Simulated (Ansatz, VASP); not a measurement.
Si2W: VASP beside Ansatz

File POSCAR:

```
Si2W
1.0
    4.6168523821      0.0000000000      0.0000000000
   -2.3084261911      3.9983114484      0.0000000000
    0.0000000000      0.0000000000      6.6532220000
W Si
3 6
Direct
    0.5000000000      0.0000000000      0.5000000000
    0.5000000000      0.5000000000      0.8333333333
    0.0000000000      0.5000000000      0.1666666667
    0.3272520000      0.1636260000      0.1666666667
    0.8363740000      0.1636260000      0.8333333333
    0.1636260000      0.3272520000      0.5000000000
    0.6727480000      0.8363740000      0.1666666667
    0.1636260000      0.8363740000      0.8333333333
    0.8363740000      0.6727480000      0.5000000000
```

The input INCAR.step1:

```
  PREC = Accurate
  ENCUT = 520
  ISMEAR = -1
  SIGMA = 0.05
  LREAL = False
  LASPH = True
  NELM = 100
  NBANDS = 43
  GGA = PE
  ALGO = Normal
  EDIFF = 1E-4
  LWAVE = True
  LCHARG = False
```

Contents of INCAR.step2:

```
  PREC = Accurate
  ENCUT = 520
  EDIFF = 1E-7
  ISMEAR = -1
  SIGMA = 0.05
  LREAL = False
  LASPH = True
  NELM = 100
  ALGO = Normal
  ISIF = 2
  LWAVE = False
  LCHARG = False
  METAGGA = R2SCAN
  LMIXTAU = True
  NBANDS = 43
  ISTART = 1
```

File KPOINTS:

```
Automatic mesh
0
Gamma
  7 7 4
```

The input input.yaml:

```yaml
crystal:
  lattice:
    - [4.6168523821, 0.0, 0.0]
    - [-2.3084261911, 3.9983114484, 0.0]
    - [0.0, 0.0, 6.653222]
  atoms:
    - { symbol: W, position: [0.5, 0.0, 0.5] }
    - { symbol: W, position: [0.5, 0.5, 0.8333333333] }
    - { symbol: W, position: [0.0, 0.5, 0.1666666667] }
    - { symbol: Si, position: [0.327252, 0.163626, 0.1666666667] }
    - { symbol: Si, position: [0.836374, 0.163626, 0.8333333333] }
    - { symbol: Si, position: [0.163626, 0.327252, 0.5] }
    - { symbol: Si, position: [0.672748, 0.836374, 0.1666666667] }
    - { symbol: Si, position: [0.163626, 0.836374, 0.8333333333] }
    - { symbol: Si, position: [0.836374, 0.672748, 0.5] }
hamiltonian:
  xc: r2scan
  pseudopotentials: { kind: paw }
kpoints:
  mp_grid: { grid: [7, 7, 4] }
  band_path:
    path:
      - [[0.0, 0.0, 0.0], [0.5, 0.0, 0.0], [0.3333333333, 0.3333333333, 0.0], [0.0, 0.0, 0.0], [0.0, 0.0, 0.5], [0.5, 0.0, 0.5], [0.3333333333, 0.3333333333, 0.5], [0.0, 0.0, 0.5]]
      - [[0.5, 0.0, 0.5], [0.5, 0.0, 0.0]]
      - [[0.3333333333, 0.3333333333, 0.0], [0.3333333333, 0.3333333333, 0.5]]
    npoints: 10
scf:
  occupations: { method: fermi_dirac, width: 0.05 }
  n_extra_bands: 22
output:
  forces: true
  stress: true
  eigenvalues: true
  fatbands: false
```

Alike in both runs: functional r2SCAN; k mesh 7 × 7 × 4; occupations fermi-dirac, width 0.05 eV; no spin polarisation.

```csv
,VASP,Ansatz
version,VASP 6.6.1,Ansatz 0.2.0
potentials or method,"VASP PAW PBE potentials, release 64 (W_sv, Si)",Ansatz PAW
plane-wave cutoff (eV),520,500
valence electrons in the cell,66,66
task,single point,band structure
```

```tsv
	VASP	Ansatz	Ansatz less VASP
gap on the k mesh at the Fermi level (eV)	0.34	0.33	-0.001
least direct gap on the mesh (eV)	0.85	0.85	-0.002
pressure (GPa)	-4.9	-5.1	-0.25
```

VASP's potentials were made for PBE, not for r2SCAN.

Neither program's run includes spin-orbit coupling. Noted on Ansatz's run: the k mesh misses the band edges, so the gap on the mesh is wider than the one along the path.
